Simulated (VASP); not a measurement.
Si2B2C, 5 atoms in the cell. It takes space group P-6m2 (No. 187, hexagonal). Conventional cell: a = 2.907 Å, b = 2.907 Å, c = 8.362 Å, α = 90.00°, β = 90.00°, γ = 120.00°. Within 3.4 Å of Si (site symmetry 3m) lie 7 Si at 2.51 to 2.91 Å and 4 B at 2.93 to 3.37 Å and 3 C at 3.37 Å. Within 2.2 Å of B (site symmetry -6m2) lie 3 C at 1.68 Å and 3 B at 1.68 Å. Within 2.2 Å of B (site symmetry -6m2) lie 3 C at 1.68 Å and 3 B at 1.68 Å. C (site symmetry -6m2) has 6 B at 1.68 Å within 2.2 Å. The cell was built from a structure type or drawn by symmetry, and may not be a known phase.

| Property | Result |
| --- | --- |
| Program | VASP 6.6.1 |
| Task | relaxation of cell and atoms |
| Functional | PBE |
| Potentials or basis | VASP PAW PBE potentials, release 64 (Si, B, C) |
| Cutoff | 600 eV |
| k mesh | 12 × 12 × 6 |
| Occupations | gaussian, width 0.1 eV |
| Spin | no spin polarisation |
| Dipole correction | no |
| Further INCAR settings | ALGO = Normal; EDIFF = 1e-06; IBRION = 2; EDIFFG = -0.01; NSW = 100; ISIF = 3 |

Potentials or basis: VASP PAW PBE potentials, release 64 (Si, B, C).

Run with:

```bash
$ cat potpaw_PBE.64/Si/POTCAR potpaw_PBE.64/B/POTCAR potpaw_PBE.64/C/POTCAR > POTCAR
$ mpirun -np 1 vasp_std > vasp.out
```

Hardware: 1 thread of Intel(R) Xeon(R) Platinum 8375C CPU @ 2.90GHz (Ice Lake) (shared host).

**Question.** Estimate the wall time of this run.

**Answer.** Run time: 2.4 min on 1 thread of Intel(R) Xeon(R) Platinum 8375C CPU @ 2.90GHz (Ice Lake), with other jobs on the host, peak memory 0.24 GiB. Counts: scf iterations 40, k points 76, ion steps 6.
